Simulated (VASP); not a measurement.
Input of a VASP 6.6.1 run:

Contents of INCAR:

```
  PREC = Accurate
  ENCUT = 520
  EDIFF = 1E-8
  ISMEAR = -1
  SIGMA = 0.03
  LREAL = F
  LASPH = T
  NELM = 100
  ALGO = Normal
  ISIF = 2
  LWAVE = F
  LCHARG = F
  GGA = PS
  LEFG = T
  NBANDS = 11
```

File KPOINTS:

```
regular mesh
0
Gamma
  16 16 16
```

The input POSCAR:

```
Hf
1.0
    0.0000000000      2.2273754695      2.2273754695
    2.2273754695      0.0000000000      2.2273754695
    2.2273754695      2.2273754695      0.0000000000
Hf
1
Direct
    0.0000000000      0.0000000000      0.0000000000
```

Potentials or basis: VASP PAW PBE potentials, release 64 (Hf_pv).

The run is started by

```bash
$ cat potpaw_PBE.64/Hf_pv/POTCAR > POTCAR
$ mpirun -np 1 vasp_std > vasp.out
```

Q: What does it give for the pressure?

A: -3.0 GPa.

Q: Predict the band gap on the k mesh.

A: Zero (bands 5 and 6 overlap by 1.79 eV).

Caveat: the cell stands under tension; the PAW data sets were made with another functional, which shifts forces and pressure a little; spin-orbit coupling is left out, which moves the levels of the heavy elements.
